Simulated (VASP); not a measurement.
# Ag (Im-3m) in VASP: notebook, part 2 of 2

VASP 6.6.1. Earlier steps stand in the parts before.

**5. Single point, PBE (strained)**

The input, INCAR:

```
SYSTEM = Ag
PREC = Accurate ; ENCUT = 520
EDIFF = 1E-6 ; ISMEAR = 0
SIGMA = 0.1 ; LREAL = .FALSE.
LASPH = .TRUE. ; NELM = 60
ALGO = Normal ; ISIF = 2
LWAVE = .FALSE. ; LCHARG = .FALSE.
GGA = PE ; NBANDS = 12
```

The input, KPOINTS:

```
regular mesh
0
G
  18 18 18
  0 0 0
```

The input, POSCAR:

```
Ag
1.0
   -1.7373605249      1.7373605249      1.7373605249
    1.7373605249     -1.7373605249      1.7373605249
    1.7373605249      1.7373605249     -1.7373605249
Ag
1
Direct
    0.0000000000      0.0000000000      0.0000000000
```

Potentials or basis: VASP PAW PBE potentials, release 64 (Ag).

The run is started by

```
$ cat potpaw_PBE.64/Ag/POTCAR > POTCAR
$ mpirun -np 1 vasp_std > vasp.out
```

OUTCAR:

```text
SYSTEM = Ag
   PREC = Accurate
   ENCUT = 520
   EDIFF = 1E-6
   ISMEAR = 0
   LREAL = .FALSE.
   LASPH = .TRUE.
   NELM = 60
   ISIF = 2
   GGA = PE

 ion  position               nearest neighbor table
   1  0.000  0.000  0.000-

  LATTYP: Found a body centered cubic cell.
 ALAT       =     3.4747210498

  Lattice vectors:

 A1 = (  -1.7373605249,   1.7373605249,   1.7373605249)
 A2 = (   1.7373605249,  -1.7373605249,   1.7373605249)
 A3 = (   1.7373605249,   1.7373605249,  -1.7373605249)

Analysis of symmetry for initial positions (statically):
=====================================================================
 Subroutine PRICEL returns:
 Original cell was already a primitive cell.

 Routine SETGRP: Setting up the symmetry group for a
 body centered cubic supercell.

 Subroutine GETGRP returns: Found 48 space group operations
 (whereof 48 operations were pure point group operations)
 out of a pool of 48 trial point group operations.

The static configuration has the point symmetry O_h .

Analysis of symmetry for dynamics (positions and initial velocities):
=====================================================================
 Subroutine PRICEL returns:
 Original cell was already a primitive cell.

 Routine SETGRP: Setting up the symmetry group for a
 body centered cubic supercell.

 Subroutine GETGRP returns: Found 48 space group operations
 (whereof 48 operations were pure point group operations)
 out of a pool of 48 trial point group operations.

The dynamic configuration has the point symmetry O_h .

 Subroutine INISYM returns: Found 48 space group operations
 (whereof 48 operations are pure point group operations),
 and found     1 'primitive' translations

----------------------------------------------------------------------------------------

                                     Primitive cell

  volume of cell :      20.9763
[... 107 lines left out ...]
     AMIX_MAG =   1.60;   BMIX_MAG =  1.00
  volume/ion in A,a.u.               =      20.98       141.56
  Fermi-wavevector in a.u.,A,eV,Ry     =   1.320168  2.494755 23.712816  1.742843
  Thomas-Fermi vector in A             =   2.450013
   LORBIT       =      0    0 simple, 1 ext, 2 COOP (PROOUT), +10 PAW based schemes
   GGA     = PE    functional components
   LHFCALC =     F    Hartree Fock is set to
   AEXX    =    0.0000 exact exchange contribution
   IVDW    =     0    specifies the selected vdW correction
   LEPSILON=     F    determine dielectric tensor
   LRPA    =     F    only Hartree local field effects (RPA)
 non-spin polarized calculation
 Gauss-broadening in eV      SIGMA  =   0.10
  energy-cutoff  :      520.00
  volume of cell :       20.98
 maximum number of plane-waves:       586
   NGX = 11   NGY = 11   NGZ = 11

 number of electron      11.0000000 magnetization

 Free energy of the ion-electron system (eV)
  ---------------------------------------------------
  ext. energy  EPLUGINS =         0.00000000
  ---------------------------------------------------
  free energy    TOTEN  =        -2.58778829 eV

  energy without entropy =       -2.58613398  energy(sigma->0) =       -2.58696113

 E-fermi :   5.9065     XC(G=0): -11.0162

 val. band max:        5.8365653473   @ k =   0.3333   0.1111   0.0556
 cond. band min:       5.9144269150   @ k =  -0.3889   0.4444   0.1111
 fundamental gap:      0.0778615677
 Fermi energy:         5.9064527261

 k-point     1 :       0.0000    0.0000    0.0000
  band No.  band energies     occupation
      1      -0.4998      2.00000
      2       1.6129      2.00000
      3       1.6129      2.00000
      4       1.6129      2.00000
      5       2.5548      2.00000
      6       2.5548      2.00000
      7      23.0030      0.00000
      8      23.0030      0.00000
      9      23.0030      0.00000
     10      26.4086      0.00000
     11      26.4086      0.00000
     12      26.4086      0.00000
[... 331 lines left out ...]
 k-point    24 :       0.3889    0.1111    0.0000
  band No.  band energies     occupation
      1       0.7495      2.00000
      2       1.1406      2.00000
      3       2.4531      2.00000
      4       2.5149      2.00000
      5       2.9690      2.00000
      6       6.1224      0.00226
      7       9.9403      0.00000
      8      16.5798      0.00000
      9      18.6067      0.00000
     10      23.8461      0.00000
     11      26.1704      0.00000
     12      27.9088      0.00000

 [... further k-points ...]
[... 5 lines left out ...]
  --------------------------------------------------------------------------------------
  -------------------------------------------------------------------------------------
  Total       -1.1397291     -1.1397291     -1.1397291     -0.0000000     -0.0000000      0.0000000
  in kB      -87.0527245    -87.0527245    -87.0527245     -0.0000000     -0.0000000      0.0000000
  external PRESSURE =     -87.0527245 kB  Pullay stress =       0.0000000 kB

 VOLUME and BASIS-vectors are now :
 -----------------------------------------------------------------------------
  energy-cutoff  :      520.00
  volume of cell :       20.98
      direct lattice vectors                 reciprocal lattice vectors
    -1.737360525  1.737360525  1.737360525     0.000000000  0.287792886  0.287792886
     1.737360525 -1.737360525  1.737360525     0.287792886  0.000000000  0.287792886
     1.737360525  1.737360525 -1.737360525     0.287792886  0.287792886  0.000000000

 POSITION                                       TOTAL-FORCE (eV/Angst)
 -----------------------------------------------------------------------------------
      0.00000      0.00000      0.00000        -0.000000     -0.000000     -0.000000
 -----------------------------------------------------------------------------------
    total drift:                               -0.000000      0.000000      0.000000

  FREE ENERGIE OF THE ION-ELECTRON SYSTEM (eV)
  ---------------------------------------------------
  free  energy   TOTEN  =        -2.5877882933 eV

  energy  without entropy=       -2.5861339755  energy(sigma->0) =       -2.58696113
```

OSZICAR:

```text
N       E                     dE             d eps       ncg     rms          rms(c)
DAV:   1     0.520752236185E+02    0.52075E+02   -0.52959E+03  4720   0.802E+02
DAV:   2    -0.197503282857E+01   -0.54050E+02   -0.51052E+02  5384   0.186E+02
DAV:   3    -0.276459293548E+01   -0.78956E+00   -0.78859E+00  5444   0.244E+01
DAV:   4    -0.276726768840E+01   -0.26748E-02   -0.26746E-02  5260   0.147E+00
DAV:   5    -0.276729350043E+01   -0.25812E-04   -0.25812E-04  5424   0.132E-01    0.313E+00
DAV:   6    -0.259135403065E+01    0.17594E+00   -0.79538E-01  5040   0.769E+00    0.225E+00
DAV:   7    -0.258888243896E+01    0.24716E-02   -0.34159E-03  5160   0.606E-01    0.133E+00
DAV:   8    -0.258776792906E+01    0.11145E-02   -0.78646E-04  5116   0.246E-01    0.467E-02
DAV:   9    -0.258778360399E+01   -0.15675E-04   -0.11464E-05  5244   0.272E-02    0.151E-02
DAV:  10    -0.258778834537E+01   -0.47414E-05   -0.39990E-06  5100   0.189E-02    0.137E-03
DAV:  11    -0.258778829331E+01    0.52069E-07   -0.48206E-08  2596   0.186E-03
   1 F= -.25877883E+01 E0= -.25869611E+01  d E =-.165432E-02
```

Run time: 13 s. Hardware: 1 thread of Intel Xeon 6975P-C (Granite Rapids), shared host; peak memory 0.17 GiB.

Results:

- Free energy: -2.5878 eV
- Pressure: -8.7 GPa

Levels at points of the mesh, in eV from the Fermi level:
| k point | band 3 | band 4 | band 5 | band 6 | band 7 | band 8 |
| --- | --- | --- | --- | --- | --- | --- |
| (0.00, 0.00, 0.00) | -4.29 | -4.29 | -3.35 | -3.35 | 17.10 | 17.10 |
| (0.50, 0.00, 0.00) | -3.40 | -3.28 | -2.66 | 0.37 | 3.04 | 12.47 |
| (0.50, 0.50, 0.50) | -2.83 | -2.83 | -2.83 | 6.29 | 6.29 | 6.29 |

Caveat: the cell differs from its parent crystal (strained).

**6. Overview**

```tsv
cell	gap on the mesh (eV)	pressure (GPa)
a = 2.807 Å, angles 109.5°, 1 atom	none	5.5
a = 2.992 Å, angles 109.5°, 1 atom	none	-8.1
a = 2.996 Å, angles 109.5°, 1 atom	none	-8.2
a = 3.009 Å, angles 109.5°, 1 atom	none	-8.7
```

Alike in all rows: task single point; level PBE; potentials or basis VASP PAW PBE potentials, release 64 (Ag); no spin polarisation; k mesh 18 × 18 × 18; cutoff (eV) 520; smearing gaussian 0.1 eV.

Total energies depend on the potentials used, so only differences within one code and one set of settings carry meaning.
